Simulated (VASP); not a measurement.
Write the native input for VASP 6.6.1 that does the following.

| Item | Value |
| --- | --- |
| Task | single point |
| Functional | LDA |
| Potentials or basis | VASP PAW LDA potentials, release 64 (Ga_d, Sb) |
| Cutoff | 520 eV |
| k mesh | 18 × 18 × 18 |
| Occupations | gaussian, width 0.15 eV |
| Spin | no spin polarisation |
| Dipole correction | no |
| Further INCAR settings | ALGO = Fast; EDIFF = 1e-06; NBANDS = 16 |

The structure of GaSb lies in POSCAR:

```
GaSb
1.0
   -1.6624650721      2.4394497099      2.7301623327
    1.6624650721     -2.4394497099      2.7301623327
    1.6624650721      2.4394497099     -2.7301623327
Ga Sb
1 1
Direct
    0.0000000000      0.0000000000      0.0000000000
    0.5000000000      0.5000000000      0.0000000000
```

The input as run:

INCAR

```
SYSTEM = GaSb
PREC = Accurate
ENCUT = 520
EDIFF = 1E-6
ISMEAR = 0
SIGMA = 0.15
LREAL = .FALSE.
LASPH = .TRUE.
NELM = 80
ALGO = Fast
ISIF = 2
LWAVE = .FALSE.
LCHARG = .FALSE.
GGA = CA
NBANDS = 16
```

KPOINTS

```
Automatic mesh
0
G
  18 18 18
  0 0 0
```

Potentials or basis: VASP PAW LDA potentials, release 64 (Ga_d, Sb).

Launch:

```sh
$ cat potpaw_LDA.64/Ga_d/POTCAR potpaw_LDA.64/Sb/POTCAR > POTCAR
$ mpirun -np 1 vasp_std > vasp.out
```

Results of the run:

The pressure is 0.6 GPa and the band gap on the k mesh is zero (bands 9 and 10 overlap by 5.93 eV).

Caveat: the stress differs along the axes, from -2 to 4 GPa; spin-orbit coupling is left out, which moves the levels of the heavy elements.

Run time: 13 min on 1 thread of Oxide Virtual Turin-like Processor, with other jobs on the host, peak memory 0.65 GiB.
